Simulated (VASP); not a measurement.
# Al5HO8 (P1) in VASP: single point with PBEsol

Aim: the single point of Al5HO8 with PBEsol.

Program: VASP 6.6.1. These are calculated values, not measurements. Logs are shortened: lines on timing, memory, paths and dates and some standing lists are left out, and cuts for length are marked.

## 1. The cell of the first run

The typed cell holds 28 atoms: a = 5.571 Å, b = 5.571 Å, c = 8.750 Å, α = 90.00°, β = 90.00°, γ = 120.00°.

## 2. Single point, PBEsol

INCAR

```
PREC = Accurate
ENCUT = 520
EDIFF = 1E-6
ISMEAR = -1
SIGMA = 0.05
LREAL = Auto
LASPH = T
NELM = 80
ALGO = Normal
ISIF = 2
LWAVE = F
LCHARG = F
GGA = PS
NBANDS = 84
```

KPOINTS

```
regular mesh
0
Gamma
  2 2 1
```

POSCAR

```
Al5HO8
1.0
    5.5708080000      0.0000000000      0.0000000000
   -2.7854040000      4.8244610000      0.0000000000
    0.0000000000      0.0000000000      8.7503070000
Al H O
10 2 16
Direct
    0.2006878007      0.3437897000      0.3795523974
    0.6811072216      0.8351813809      0.3725012162
    0.1671504521      0.8292739852      0.3752896898
    0.8135010934      0.6515961058      0.8635697010
    0.3097771867      0.1388341620      0.8706894512
    0.8168598430      0.1549395881      0.8648839406
    0.6833448417      0.3369288300      0.1834221359
    0.3345383402      0.6637632681      0.6699993497
    0.3291983154      0.6720750774      0.0471069186
    0.6745224021      0.3322443689      0.5512492305
    0.0249082273      0.0360662051      0.0901568368
    0.0344928699      0.0108613169      0.6209153576
    0.0031128226      0.0049331936      0.9811884314
    0.0298005836      0.0064670437      0.5086678673
    0.5093336351      0.0409993987      0.0185479207
    0.9737471882      0.4930913526      0.0059655050
    0.5052346173      0.4738145878      0.0093596716
    0.5097782637      0.9777672573      0.5150790709
    0.0233533281      0.5079323887      0.5093764139
    0.4967382327      0.5032064722      0.4988396407
    0.8775387583      0.1735116109      0.2692019834
    0.8544037018      0.6847189769      0.2668934930
    0.3352501638      0.1730141460      0.2508940543
    0.1443635852      0.7943270761      0.7703843991
    0.1533198553      0.3340684068      0.7631503672
    0.6455221059      0.8093546616      0.7569448706
    0.3576915799      0.6831436714      0.2602765823
    0.6717271629      0.3142319940      0.7522136080
```

Potentials or basis: VASP PAW PBE potentials, release 64 (Al, H, O).

Command:

```console
cat potpaw_PBE.64/Al/POTCAR potpaw_PBE.64/H/POTCAR potpaw_PBE.64/O/POTCAR > POTCAR
mpirun -np 1 vasp_std > vasp.out
```

OUTCAR:

```text
PREC = Accurate
   ENCUT = 520
   EDIFF = 1E-6
   ISMEAR = -1
   LREAL = Auto
   LASPH = T
   NELM = 80
   ISIF = 2
   GGA = PS

 ion  position               nearest neighbor table
   1  0.201  0.344  0.380-  20 1.77  21 1.83  23 1.86  27 1.94  14 1.98  19 2.00   2 2.71   3 2.78
                             3 2.80   2 2.87   8 2.98  10 3.07   7 3.21  10 3.27   9 3.32   7 3.34
   2  0.681  0.835  0.373-  22 1.82  27 1.84  21 1.87  20 1.95  18 1.96  14 2.06   1 2.71   3 2.72
                             3 2.85   1 2.87   8 3.09  10 3.19  10 3.20   7 3.24   7 3.24   9 3.32
   3  0.167  0.829  0.375-  22 1.78  27 1.91  14 1.92  19 1.95  23 1.98  18 2.06   2 2.72   1 2.78
                             1 2.80   2 2.85   8 3.04  10 3.16   7 3.20  10 3.21   9 3.26   7 3.31
   4  0.814  0.652  0.864-  24 1.80  26 1.83  28 1.90  17 1.96  16 1.98  13 1.99   5 2.74   6 2.78
                             6 2.79   5 2.83  10 3.14   7 3.19   8 3.19   9 3.19   9 3.24   8 3.33
   5  0.310  0.139  0.871-  13 1.77  24 1.88  25 1.94  15 1.95  17 2.03  28 2.03   4 2.74   6 2.78
                             6 2.79   4 2.83   9 3.07   8 3.24   7 3.28   9 3.30  10 3.30   8 3.35
   6  0.817  0.155  0.865-  28 1.77  25 1.85  26 1.92  13 1.92  15 2.01  16 2.05   4 2.78   5 2.78
                             5 2.79   4 2.79   9 3.14  10 3.15   7 3.18   8 3.20   9 3.28   8 3.33
   7  0.683  0.337  0.183-  23 1.78  22 1.83  21 1.88  15 2.03  16 2.09  17 2.15   6 3.18   4 3.19
                             3 3.20   1 3.21  10 3.22   2 3.24   2 3.24   5 3.28   3 3.31   9 3.34
   8  0.335  0.664  0.670-  26 1.68  24 1.79  25 1.79  18 2.04  19 2.06  20 2.16   1 2.98   3 3.04
                             2 3.09   4 3.19   6 3.20   5 3.24   9 3.30   6 3.33   4 3.33  10 3.35
   9  0.329  0.672  0.047-  16 1.75  15 1.80  17 1.84  27 1.87   5 3.07   6 3.14   4 3.19   4 3.24
                             3 3.26   6 3.28   8 3.30   5 3.30   2 3.32   1 3.32   7 3.34
  10  0.675  0.332  0.551-  19 1.72  18 1.74  20 1.74  28 1.76   1 3.07   4 3.14   6 3.15   3 3.16
                             2 3.19   2 3.20   3 3.21   7 3.22   1 3.27   5 3.30   8 3.35
  11  0.025  0.036  0.090-  13 0.97
  12  0.034  0.011  0.621-  14 0.98
  13  0.003  0.005  0.981-  11 0.97   5 1.77   6 1.92   4 1.99
  14  0.030  0.006  0.509-  12 0.98   3 1.92   1 1.98   2 2.06
  15  0.509  0.041  0.019-   9 1.80   5 1.95   6 2.01   7 2.03
  16  0.974  0.493  0.006-   9 1.75   4 1.98   6 2.05   7 2.09
  17  0.505  0.474  0.009-   9 1.84   4 1.96   5 2.03   7 2.15
  18  0.510  0.978  0.515-  10 1.74   2 1.96   8 2.04   3 2.06
  19  0.023  0.508  0.509-  10 1.72   3 1.95   1 2.00   8 2.06
  20  0.497  0.503  0.499-  10 1.74   1 1.77   2 1.95   8 2.16
  21  0.878  0.174  0.269-   1 1.83   2 1.87   7 1.88
  22  0.854  0.685  0.267-   3 1.78   2 1.82   7 1.83
  23  0.335  0.173  0.251-   7 1.78   1 1.86   3 1.98
  24  0.144  0.794  0.770-   8 1.79   4 1.80   5 1.88
  25  0.153  0.334  0.763-   8 1.79   6 1.85   5 1.94
  26  0.646  0.809  0.757-   8 1.68   4 1.83   6 1.92
  27  0.358  0.683  0.260-   2 1.84   9 1.87   3 1.91   1 1.94
  28  0.672  0.314  0.752-  10 1.76   6 1.77   4 1.90   5 2.03

  LATTYP: Found a hexagonal cell.
 ALAT       =     5.5708080000
 C/A-ratio  =     1.5707428797

  Lattice vectors:

 A1 = (   5.5708080000,   0.0000000000,   0.0000000000)
 A2 = (  -2.7854040000,   4.8244610000,   0.0000000000)
 A3 = (   0.0000000000,   0.0000000000,   8.7503070000)

Analysis of symmetry for initial positions (statically):
=====================================================================
 Subroutine PRICEL returns:
 Original cell was already a primitive cell.

 Routine SETGRP: Setting up the symmetry group for a
 hexagonal supercell.

 Subroutine GETGRP returns: Found  1 space group operations
 (whereof  1 operations were pure point group operations)
 out of a pool of 24 trial point group operations.

The static configuration has the point symmetry C_1 .

Analysis of symmetry for dynamics (positions and initial velocities):
=====================================================================
 Subroutine PRICEL returns:
 Original cell was already a primitive cell.

 Routine SETGRP: Setting up the symmetry group for a
 hexagonal supercell.

 Subroutine GETGRP returns: Found  1 space group operations
 (whereof  1 operations were pure point group operations)
 out of a pool of 24 trial point group operations.

The dynamic configuration has the point symmetry C_1 .

 Subroutine INISYM returns: Found  1 space group operations
 (whereof  1 operations are pure point group operations),
 and found     1 'primitive' translations

----------------------------------------------------------------------------------------

[... 76 lines left out ...]

Automatic generation of k-mesh.
 Grid dimensions read from file:
 generate k-points for:    2    2    1

 Generating k-lattice:

  Cartesian coordinates                     Fractional coordinates (reciprocal lattice)
     0.089753587  0.051819260  0.000000000     0.500000000  0.000000000  0.000000000
     0.000000000  0.103638520  0.000000000     0.000000000  0.500000000  0.000000000
     0.000000000  0.000000000  0.114281705     0.000000000  0.000000000  1.000000000

  Length of vectors
     0.103638516  0.103638520  0.114281705

  Shift w.r.t. Gamma in fractional coordinates (k-lattice)
     0.000000000  0.000000000  0.000000000

 Subroutine IBZKPT returns following result:
 ===========================================

 Found      4 irreducible k-points:

 Following reciprocal coordinates:
            Coordinates               Weight
  0.000000  0.000000  0.000000      1.000000
  0.500000  0.000000  0.000000      1.000000
  0.000000  0.500000  0.000000      1.000000
  0.500000  0.500000  0.000000      1.000000
   k-points           NKPTS =      4   k-points in BZ     NKDIM =      4   number of bands    NBANDS=     84
   number of dos      NEDOS =    301   number of ions     NIONS =     28
   total plane-waves  NPLWV = 123480
   dimension x,y,z NGX =    42 NGY =   42 NGZ =   70
   dimension x,y,z NGXF=    84 NGYF=   84 NGZF=  140
   ions per type =              10   2  16
   NGX,Y,Z   is equivalent  to a cutoff of  12.53, 12.53, 13.30 a.u.
   NGXF,Y,Z  is equivalent  to a cutoff of  25.07, 25.07, 26.60 a.u.
 SYSTEM =  unknown system
   PREC   = accura    normal or accurate (medium, high low for compatibility)
   ISTART =      0    job   : 0-new  1-cont  2-samecut
   ICHARG =      2    charge: 1-file 2-atom 10-const
   ISPIN  =      1    spin polarized calculation?
   LNONCOLLINEAR =      F non collinear calculations
   LSORBIT =      F    spin-orbit coupling
   LASPH  =      T    aspherical Exc in radial PAW
   ENCUT  =  520.0 eV  38.22 Ry    6.18 a.u.  10.36 10.36 16.27*2*pi/ulx,y,z
   NELM   =     80;   NELMIN=  2; NELMDL= -5     # of ELM steps
   EDIFF  = 0.1E-05   stopping-criterion for ELM
   LREAL  =      T    real-space projection
   EDIFFG = 0.1E-04   stopping-criterion for IOM
   NSW    =      0    number of steps for IOM
   IBRION =     -1    ionic relax: 0-MD 1-quasi-New 2-CG
   NFREE  =      0    steps in history (QN), initial steepest desc. (CG)
   ISIF   =      2    stress and relaxation
   ISYM   =      2    0-nonsym 1-usesym 2-fastsym
   POTIM  = 0.5000    time-step for ionic-motion
   TEBEG  =    0.0;   TEEND  =   0.0 temperature during run
   PSTRESS=    0.0 pullay stress
   NELECT =     128.0000    total number of electrons
   NUPDOWN=      -1.0000    fix difference up-down
   EMIN   =  10.00;   EMAX   =-10.00  energy-range for DOS
   EFERMI =   0.00;   METHOD = LEGACY
   ISMEAR =    -1;   SIGMA  =   0.05  broadening in eV -4-tet -1-fermi 0-gaus
   EFERMI_NEDOS =   21; number of points for ismear=-14 and -15
   IALGO  =     38    algorithm
   IMIX   =      4    mixing-type and parameters
     AMIX     =   0.40;   BMIX     =  1.00
     AMIX_MAG =   1.60;   BMIX_MAG =  1.00
  volume/ion in A,a.u.               =       8.40        56.68
  Fermi-wavevector in a.u.,A,eV,Ry     =   1.336641  2.525885 24.308288  1.786609
  Thomas-Fermi vector in A             =   2.465252
   LORBIT       =      0    0 simple, 1 ext, 2 COOP (PROOUT), +10 PAW based schemes
   GGA     = PS    functional components
   LHFCALC =     F    Hartree Fock is set to
   AEXX    =    0.0000 exact exchange contribution
   IVDW    =     0    specifies the selected vdW correction
   LEPSILON=     F    determine dielectric tensor
   LRPA    =     F    only Hartree local field effects (RPA)
 non-spin polarized calculation
  energy-cutoff  :      520.00
  volume of cell :      235.17
 maximum number of plane-waves:      6340
 NGX is ok and might be reduce to    42
   NGX = 21   NGY = 21   NGZ = 33

 number of electron     128.0000006 magnetization

 Free energy of the ion-electron system (eV)
  ---------------------------------------------------
  ext. energy  EPLUGINS =         0.00000000
  ---------------------------------------------------
  free energy    TOTEN  =      -208.75381207 eV

  energy without entropy =     -208.75381207  energy(sigma->0) =     -208.75381207

 E-fermi :   7.0753     XC(G=0): -11.6611

 val. band max:        5.9268912653   @ k =   0.0000   0.0000   0.0000
 cond. band min:      10.7321117576   @ k =   0.0000   0.0000   0.0000
 fundamental gap:      4.8052204923
 Fermi energy:         7.0752708988

 k-point     1 :       0.0000    0.0000    0.0000
  band No.  band energies     occupation
      1     -14.2775      2.00000
      2     -13.7643      2.00000
      3     -13.1079      2.00000
      4     -12.7405      2.00000
      5     -12.2715      2.00000
      6     -11.8661      2.00000
[... 305 lines left out ...]
     75      15.4799      0.00000
     76      15.6494      0.00000
 [bands above 76 left out]

------------------------ aborting loop because EDIFF is reached ----------------------------------------

  FORCE on cell =-STRESS in cart. coord.  units (eV):
  Direction    XX          YY          ZZ          XY          YZ          ZX
  --------------------------------------------------------------------------------------
  -------------------------------------------------------------------------------------
  Total       10.0475579      7.1911544      3.4017124      1.7610111     -0.4123731      1.2686922
  in kB       68.4511608     48.9912947     23.1749012     11.9972688     -2.8093807      8.6432403
  external PRESSURE =      46.8724523 kB  Pullay stress =       0.0000000 kB

 VOLUME and BASIS-vectors are now :
 -----------------------------------------------------------------------------
  energy-cutoff  :      520.00
  volume of cell :      235.17
      direct lattice vectors                 reciprocal lattice vectors
     5.570808000  0.000000000  0.000000000     0.179507174  0.103638520  0.000000000
    -2.785404000  4.824461000  0.000000000     0.000000000  0.207277041  0.000000000
     0.000000000  0.000000000  8.750307000     0.000000000  0.000000000  0.114281705

 POSITION                                       TOTAL-FORCE (eV/Angst)
 -----------------------------------------------------------------------------------
      0.16040      1.65860      3.32120        -1.482808     -1.319030     -1.433900
      1.46800      4.02930      3.25950         0.281456      1.300796      0.134235
     -1.37870      4.00080      3.28390         0.925409      0.961828     -0.202816
      2.71690      3.14360      7.55650         0.011607     -0.759548      1.766679
      1.33900      0.66980      7.61880         0.952695      1.912362     -0.136279
      4.11900      0.74750      7.56800         1.161803      0.257471      1.154418
[... 20 lines left out ...]
      0.08980      3.29580      2.27750        -0.640220     -0.349261      0.489944
      2.86680      1.51600      6.58210        -2.343746      0.295701      1.054456
 -----------------------------------------------------------------------------------
    total drift:                               -0.009008      0.004016     -0.013500

  FREE ENERGIE OF THE ION-ELECTRON SYSTEM (eV)
  ---------------------------------------------------
  free  energy   TOTEN  =      -208.7538120732 eV

  energy  without entropy=     -208.7538120731  energy(sigma->0) =     -208.75381207
```

Wall time 4.2 min (1 thread of Intel Xeon 8259CL, shared host); peak memory 0.36 GiB.

What came out:

```
Free energy            : -208.7538 eV
Pressure               : 4.7 GPa
Largest force          : 3.840 eV/Å
Band gap on the k mesh : 4.81 eV
```

Forces in eV/Å, atoms in the order of the input:
```
Al  -1.483 -1.319 -1.434
Al   0.281  1.301  0.134
Al   0.925  0.962 -0.203
Al   0.012 -0.760  1.767
Al   0.953  1.912 -0.136
Al   1.162  0.257  1.154
Al   0.454  0.129 -2.386
Al  -1.856 -1.106 -2.045
Al   1.013 -0.525  0.960
Al   0.237 -0.402  0.198
H   -0.031 -0.004  1.708
H   -0.051  0.070  0.136
O   -1.516 -1.108 -1.012
O   -0.316 -0.225 -2.245
O    1.123 -1.016 -1.955
O   -0.749 -0.908  0.116
O   -0.285  1.152 -1.301
O   -0.607 -1.635 -1.349
O    1.995  1.350 -0.861
O   -0.192  1.328  0.824
O   -1.623 -0.139  0.288
O   -0.147 -0.758  0.340
O    0.135 -0.938  2.688
O   -0.248  2.525  0.156
O    1.426 -1.870  0.474
O    2.372  1.780  2.439
O   -0.640 -0.349  0.490
O   -2.344  0.296  1.054
```

Stress tensor (GPa, compression positive):
```
 6.85  1.20  0.86
 1.20  4.90 -0.28
 0.86 -0.28  2.32
```

Levels at points of the mesh, in eV from the valence-band top:
| k point | band 60 | band 61 | band 62 | band 63 | band 64 | band 65 | band 66 | band 67 | band 68 | band 69 |
| --- | --- | --- | --- | --- | --- | --- | --- | --- | --- | --- |
| (0.00, 0.00, 0.00) | -0.60 | -0.38 | -0.36 | -0.12 | 0.00 | 4.81 | 6.30 | 7.09 | 7.35 | 7.51 |
| (0.50, 0.00, 0.00) | -0.78 | -0.49 | -0.43 | -0.33 | -0.22 | 6.88 | 7.26 | 7.71 | 8.08 | 8.51 |
| (0.00, 0.50, 0.00) | -0.86 | -0.81 | -0.58 | -0.41 | -0.12 | 6.98 | 7.12 | 7.76 | 8.19 | 8.59 |
| (0.50, 0.50, 0.00) | -1.01 | -0.61 | -0.48 | -0.37 | -0.27 | 7.06 | 7.31 | 7.72 | 8.26 | 8.69 |

Caveat: the k points lie up to 0.72 Å⁻¹ apart; the PAW data sets were made with another functional, which shifts forces and pressure a little.
